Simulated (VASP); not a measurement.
Input of a VASP 6.6.1 run:

The input INCAR:

```
PREC = Accurate
ENCUT = 520
EDIFF = 1E-6
ISMEAR = 0
SIGMA = 0.05
LREAL = F
LASPH = T
NELM = 60
ALGO = Normal
ISIF = 2
LWAVE = F
LCHARG = F
GGA = PE
NBANDS = 26
```

KPOINTS

```
regular mesh
0
Gamma
  12 12 6
```

Contents of POSCAR:

```
ZnS
1.0
    3.8109987816      0.0000000000      0.0000000000
   -1.9054993908      3.3004217586      0.0000000000
    0.0000000000      0.0000000000      6.2340000000
Zn S
2 2
Direct
    0.3333333333      0.6666666667      0.0000000000
    0.6666666667      0.3333333333      0.5000000000
    0.3333333333      0.6666666667      0.4571847931
    0.6666666667      0.3333333333      0.8850000000
```

Potentials or basis: VASP PAW PBE potentials, release 64 (Zn, S).

Command:

```bash
$ cat potpaw_PBE.64/Zn/POTCAR potpaw_PBE.64/S/POTCAR > POTCAR
$ mpirun -np 1 vasp_std > vasp.out
```

(1) What does it give for the largest force?

(2) Predict the pressure.

Answers

(1) 2.041 eV/Å.

(2) 5.4 GPa.

Caveat: the cell differs from its parent crystal (atom 3 (S) moved +0.450 Å along Cartesian [0 0 1]); forces of over 1 eV/Å act on the atoms, so gaps and moduli don't describe the material at rest.
